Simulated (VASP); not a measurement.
# Sb (R-3m) in VASP: a series of runs

The runs below take Sb through single point, with RPBE+D4, LDA, BLYP, r2SCAN.

Program: VASP 6.6.1. These are calculated values, not measurements. Logs are shortened: lines on timing, memory, paths and dates and some standing lists are left out, and cuts for length are marked.

## Step 1: The cell of the first run

Symmetry: R-3m, No. 166, trigonal system. Conventional cell: a = 4.290 Å, b = 4.290 Å, c = 10.845 Å, α = 90.00°, β = 90.00°, γ = 120.00°. Sb (site symmetry 3m) has 6 Sb at 2.92 to 3.23 Å within 3.8 Å.

## Step 2: Single point, RPBE+D4

INCAR

```
ALGO = Normal ; EDIFF = 1E-6
ENCUT = 520 ; GGA = RP
ISIF = 2 ; ISMEAR = -1
IVDW = 13 ; LASPH = T
LCHARG = F ; LREAL = F
LWAVE = F ; NBANDS = 12
NELM = 60 ; PREC = Accurate
SIGMA = 0.05
```

KPOINTS

```
k-points
0
Gamma
  8 8 8
```

POSCAR

```
Sb
1.0
    2.1451420165      1.2384983207      3.6148433696
   -2.1451420165      1.2384983207      3.6148433696
    0.0000000000     -2.4769966414      3.6148433696
Sb
2
Direct
    0.7619063589      0.7619063589      0.7619063589
    0.2380936411      0.2380936411      0.2380936411
```

Potentials or basis: VASP PAW PBE potentials, release 64 (Sb).

Started as:

```
$ cat potpaw_PBE.64/Sb/POTCAR > POTCAR
$ mpirun -np 1 vasp_std > vasp.out
```

OUTCAR:

```text
EDIFF = 1E-6
   ENCUT = 520
   GGA = RP
   ISIF = 2
   ISMEAR = -1
   IVDW = 13
   LASPH = T
   LREAL = F
   NELM = 60
   PREC = Accurate

 ion  position               nearest neighbor table
   1  0.762  0.762  0.762-   2 2.92   2 2.92   2 2.92   2 3.23   2 3.23   2 3.23
   2  0.238  0.238  0.238-   1 2.92   1 2.92   1 2.92   1 3.23   1 3.23   1 3.23

  LATTYP: Found a trigonal (rhomboedric) cell.
 ALAT       =     4.3820776976
 COS(alpha) =     0.5207281217

  Lattice vectors:

 A1 = (   2.1451420165,   1.2384983207,   3.6148433696)
 A2 = (  -2.1451420165,   1.2384983207,   3.6148433696)
 A3 = (   0.0000000000,  -2.4769966414,   3.6148433696)

Analysis of symmetry for initial positions (statically):
=====================================================================
 Subroutine PRICEL returns:
 Original cell was already a primitive cell.

 Routine SETGRP: Setting up the symmetry group for a
 trigonal (rhombohedral) supercell.

 Subroutine GETGRP returns: Found 12 space group operations
 (whereof 12 operations were pure point group operations)
 out of a pool of 12 trial point group operations.

The static configuration has the point symmetry D_3d.

Analysis of symmetry for dynamics (positions and initial velocities):
=====================================================================
 Subroutine PRICEL returns:
 Original cell was already a primitive cell.

 Routine SETGRP: Setting up the symmetry group for a
 trigonal (rhombohedral) supercell.

 Subroutine GETGRP returns: Found 12 space group operations
 (whereof 12 operations were pure point group operations)
 out of a pool of 12 trial point group operations.

The dynamic configuration has the point symmetry D_3d.

 Subroutine INISYM returns: Found 12 space group operations
 (whereof 12 operations are pure point group operations),
 and found     1 'primitive' translations

----------------------------------------------------------------------------------------

                                     Primitive cell

  volume of cell :      57.6225

  direct lattice vectors                    reciprocal lattice vectors
     2.145142016  1.238498321  3.614843370     0.233084801  0.134571573  0.092212386
    -2.145142016  1.238498321  3.614843370    -0.233084801  0.134571573  0.092212386
     0.000000000 -2.476996641  3.614843370     0.000000000 -0.269143145  0.092212386

  length of vectors
     4.382077698  4.382077698  4.382077698     0.284501594  0.284501594  0.284501594

  position of ions in fractional coordinates (direct lattice)
     0.761906359  0.761906359  0.761906359
     0.238093641  0.238093641  0.238093641

  ion indices of the primitive-cell ions
   primitive index   ion index
                 1           1
                 2           2

----------------------------------------------------------------------------------------

 KPOINTS: k-points

Automatic generation of k-mesh.
 Grid dimensions read from file:
 generate k-points for:    8    8    8

 Generating k-lattice:

  Cartesian coordinates                     Fractional coordinates (reciprocal lattice)
     0.029135600  0.016821447  0.011526548     0.125000000  0.000000000  0.000000000
    -0.029135600  0.016821447  0.011526548     0.000000000  0.125000000  0.000000000
     0.000000000 -0.033642893  0.011526548     0.000000000  0.000000000  0.125000000

  Length of vectors
     0.035562699  0.035562699  0.035562699

  Shift w.r.t. Gamma in fractional coordinates (k-lattice)
     0.000000000  0.000000000  0.000000000

 Subroutine IBZKPT returns following result:
 ===========================================

 Found     65 irreducible k-points:

 Following reciprocal coordinates:
            Coordinates               Weight
  0.000000  0.000000  0.000000      1.000000
  0.125000  0.000000  0.000000      6.000000
  0.250000  0.000000  0.000000      6.000000
  0.375000  0.000000 -0.000000      6.000000
  0.500000  0.000000  0.000000      3.000000
  0.125000  0.125000  0.000000      6.000000
[... 16 lines left out ...]
  0.250000  0.125000  0.125000      6.000000
  0.375000  0.125000  0.125000      6.000000
 [... further k-points ...]
   k-points           NKPTS =     65   k-points in BZ     NKDIM =     65   number of bands    NBANDS=     12
   number of dos      NEDOS =    301   number of ions     NIONS =      2
   total plane-waves  NPLWV =  46656
   dimension x,y,z NGX =    36 NGY =   36 NGZ =   36
   dimension x,y,z NGXF=    72 NGYF=   72 NGZF=   72
   ions per type =               2
   NGX,Y,Z   is equivalent  to a cutoff of  13.66, 13.66, 13.66 a.u.
   NGXF,Y,Z  is equivalent  to a cutoff of  27.32, 27.32, 27.32 a.u.
 SYSTEM =  unknown system
   PREC   = accura    normal or accurate (medium, high low for compatibility)
   ISTART =      0    job   : 0-new  1-cont  2-samecut
   ICHARG =      2    charge: 1-file 2-atom 10-const
   ISPIN  =      1    spin polarized calculation?
   LNONCOLLINEAR =      F non collinear calculations
   LSORBIT =      F    spin-orbit coupling
   LASPH  =      T    aspherical Exc in radial PAW
   ENCUT  =  520.0 eV  38.22 Ry    6.18 a.u.   8.15  8.15  8.15*2*pi/ulx,y,z
   NELM   =     60;   NELMIN=  2; NELMDL= -5     # of ELM steps
   EDIFF  = 0.1E-05   stopping-criterion for ELM
   LREAL  =      F    real-space projection
   EDIFFG = 0.1E-04   stopping-criterion for IOM
   NSW    =      0    number of steps for IOM
   IBRION =     -1    ionic relax: 0-MD 1-quasi-New 2-CG
   NFREE  =      0    steps in history (QN), initial steepest desc. (CG)
   ISIF   =      2    stress and relaxation
   ISYM   =      2    0-nonsym 1-usesym 2-fastsym
   POTIM  = 0.5000    time-step for ionic-motion
   TEBEG  =    0.0;   TEEND  =   0.0 temperature during run
   PSTRESS=    0.0 pullay stress
   NELECT =      10.0000    total number of electrons
   NUPDOWN=      -1.0000    fix difference up-down
   EMIN   =  10.00;   EMAX   =-10.00  energy-range for DOS
   EFERMI =   0.00;   METHOD = LEGACY
   ISMEAR =    -1;   SIGMA  =   0.05  broadening in eV -4-tet -1-fermi 0-gaus
   EFERMI_NEDOS =   21; number of points for ismear=-14 and -15
   IALGO  =     38    algorithm
   IMIX   =      4    mixing-type and parameters
     AMIX     =   0.40;   BMIX     =  1.00
     AMIX_MAG =   1.60;   BMIX_MAG =  1.00
  volume/ion in A,a.u.               =      28.81       194.43
  Fermi-wavevector in a.u.,A,eV,Ry     =   0.913154  1.725611 11.345225  0.833850
  Thomas-Fermi vector in A             =   2.037633
   LORBIT       =      0    0 simple, 1 ext, 2 COOP (PROOUT), +10 PAW based schemes
   GGA     = RP    functional components
   LHFCALC =     F    Hartree Fock is set to
   AEXX    =    0.0000 exact exchange contribution
   IVDW    =    13    specifies the selected vdW correction
   LEPSILON=     F    determine dielectric tensor
   LRPA    =     F    only Hartree local field effects (RPA)
 non-spin polarized calculation
  energy-cutoff  :      520.00
  volume of cell :       57.62
 maximum number of plane-waves:      1568
 NGX is ok and might be reduce to    36
   NGX = 17   NGY = 17   NGZ = 17

 number of electron      10.0000000 magnetization

 Free energy of the ion-electron system (eV)
  ---------------------------------------------------
  ext. energy  EPLUGINS =         0.00000000
  ---------------------------------------------------
  free energy    TOTEN  =        -7.43673337 eV

  energy without entropy =       -7.43295785  energy(sigma->0) =       -7.43484561

 E-fermi :   7.9642     XC(G=0):  -9.6869

 val. band max:        7.8590275355   @ k =   0.5000   0.0000   0.0000
 cond. band min:       7.9965298505   @ k =   0.3750   0.2500   0.2500
 fundamental gap:      0.1375023151
 Fermi energy:         7.9642310378

 k-point     1 :       0.0000    0.0000    0.0000
  band No.  band energies     occupation
      1      -5.0206      2.00000
      2       3.4825      2.00000
      3       5.9141      2.00000
      4       6.0420      2.00000
      5       6.0420      2.00000
      6      10.4902      0.00000
      7      10.8937      0.00000
      8      10.8937      0.00000
      9      12.7520      0.00000
     10      12.7520      0.00000
     11      12.8973      0.00000
     12      14.5403      0.00000

 k-point     2 :       0.1250    0.0000    0.0000
  band No.  band energies     occupation
      1      -4.8419      2.00000
      2       2.5840      2.00000
      3       5.9501      2.00000
      4       6.0376      2.00000
      5       6.5227      2.00000
      6      10.1561      0.00000
      7      10.3297      0.00000
      8      10.4125      0.00000
      9      12.4172      0.00000
     10      12.8472      0.00000
     11      12.9328      0.00000
     12      15.6144      0.00000

 k-point     3 :       0.2500    0.0000    0.0000
  band No.  band energies     occupation
      1      -4.3098      2.00000
      2       0.9504      2.00000
      3       6.0415      2.00000
      4       6.0641      2.00000
      5       7.0719      2.00000
      6       9.1977      0.00000
      7       9.2666      0.00000
      8       9.4715      0.00000
      9      12.9232      0.00000
     10      13.5598      0.00000
     11      13.8341      0.00000
     12      17.7378      0.00000

 k-point     4 :       0.3750    0.0000   -0.0000
  band No.  band energies     occupation
      1      -3.4407      2.00000
      2      -0.7036      2.00000
      3       6.1663      2.00000
      4       6.2516      2.00000
      5       7.3865      1.99998
      6       8.2449      0.00727
      7       8.3856      0.00044
      8       8.6317      0.00000
      9      14.3664      0.00000
     10      15.0291      0.00000
     11      15.3258      0.00000
     12      18.5286      0.00000

 k-point     5 :       0.5000    0.0000    0.0000
  band No.  band energies     occupation
      1      -2.4744      2.00000
      2      -1.9473      2.00000
      3       6.2486      2.00000
      4       6.4263      2.00000
      5       7.5377      1.99961
      6       7.8590      1.78260
      7       8.0247      0.45992
      8       8.1978      0.01856
      9      16.0558      0.00000
     10      16.6580      0.00000
     11      17.0182      0.00000
     12      17.0213      0.00000
[... 228 lines left out ...]
      1      -2.4773      2.00000
      2       0.1216      2.00000
      3       2.1079      2.00000
      4       4.0026      2.00000
      5       4.0498      2.00000
      6       9.5368      0.00000
      7      13.2167      0.00000
      8      13.5162      0.00000
      9      15.4346      0.00000
     10      16.7570      0.00000
     11      18.2753      0.00000
     12      19.0344      0.00000

 k-point    22 :       0.1250    0.1250    0.1250
  band No.  band energies     occupation
      1      -4.8577      2.00000
      2       2.5373      2.00000
      3       6.0763      2.00000
      4       6.0763      2.00000
      5       6.5327      2.00000
      6      10.2630      0.00000
      7      10.2829      0.00000
      8      10.2829      0.00000
      9      12.6025      0.00000
     10      12.9924      0.00000
     11      12.9924      0.00000
     12      15.5114      0.00000

 k-point    23 :       0.2500    0.1250    0.1250
  band No.  band energies     occupation
      1      -4.5730      2.00000
      2       1.6882      2.00000
      3       5.1004      2.00000
      4       6.5176      2.00000
      5       7.4962      1.99983
      6       9.0277      0.00000
      7       9.1742      0.00000
      8      11.2125      0.00000
      9      12.5325      0.00000
     10      13.0041      0.00000
     11      14.1076      0.00000
     12      15.4325      0.00000

 k-point    24 :       0.3750    0.1250    0.1250
  band No.  band energies     occupation
      1      -3.9423      2.00000
      2       0.3478      2.00000
      3       4.5611      2.00000
      4       6.6233      2.00000
      5       8.0231      0.47129
      6       8.2343      0.00898
      7       8.2616      0.00521
      8      11.2240      0.00000
      9      12.9011      0.00000
     10      13.7495      0.00000
     11      15.5563      0.00000
     12      16.8927      0.00000

 [... further k-points ...]

------------------------ aborting loop because EDIFF is reached ----------------------------------------

  DFT-D4 for vdW energy calculation

  Edisp (eV):   -1.96928

  FORCE on cell =-STRESS in cart. coord.  units (eV):
  Direction    XX          YY          ZZ          XY          YZ          ZX
  --------------------------------------------------------------------------------------
  -------------------------------------------------------------------------------------
  Total       0.01044     0.01044    -0.01814     0.00000     0.00000     0.00000
  in kB       0.29028     0.29028    -0.50440     0.00000     0.00000     0.00000
  external pressure =        0.03 kB  Pullay stress =        0.00 kB

 VOLUME and BASIS-vectors are now :
 -----------------------------------------------------------------------------
  energy-cutoff  :      520.00
  volume of cell :       57.62
      direct lattice vectors                 reciprocal lattice vectors
     2.145142016  1.238498321  3.614843370     0.233084801  0.134571573  0.092212386
    -2.145142016  1.238498321  3.614843370    -0.233084801  0.134571573  0.092212386
     0.000000000 -2.476996641  3.614843370     0.000000000 -0.269143145  0.092212386

 POSITION                                       TOTAL-FORCE (eV/Angst)
 -----------------------------------------------------------------------------------
      0.00000      0.00000      8.26252         0.000000      0.000000     -0.024876
      0.00000      0.00000      2.58201         0.000000     -0.000000      0.024876
 -----------------------------------------------------------------------------------
    total drift:                               -0.000000     -0.000000      0.000000

  FREE ENERGIE OF THE ION-ELECTRON SYSTEM (eV)
  ---------------------------------------------------
  free  energy   TOTEN  =        -9.4060136037 eV

  energy  without entropy=       -9.4022380850  energy(sigma->0) =       -9.40412584
```

Wall time 43 s (1 thread of Intel Xeon Platinum 8375C at 2.90GHz (Ice Lake), shared host); peak memory 0.21 GiB.

Results:

| Quantity | Value |
| --- | --- |
| Free energy | -9.4060 eV |
| Pressure | 0.0 GPa |
| Largest force | 0.025 eV/Å |
| Band gap on the k mesh | zero (band 5 reaches 8.02 eV, above the bottom of band 6 at 7.73 eV) |
| Dispersion energy per atom | -0.985 eV |

Forces in eV/Å, atoms in the order of the input:
```
Sb   0.000  0.000 -0.025
Sb   0.000  0.000  0.025
```

Caveat: the PAW data sets were made with another functional, which shifts forces and pressure a little; spin-orbit coupling is left out, which moves the levels of the heavy elements; pairwise dispersion overbinds metals, which lowers pressure and volume.

(Part 1 of 2 ends here.)
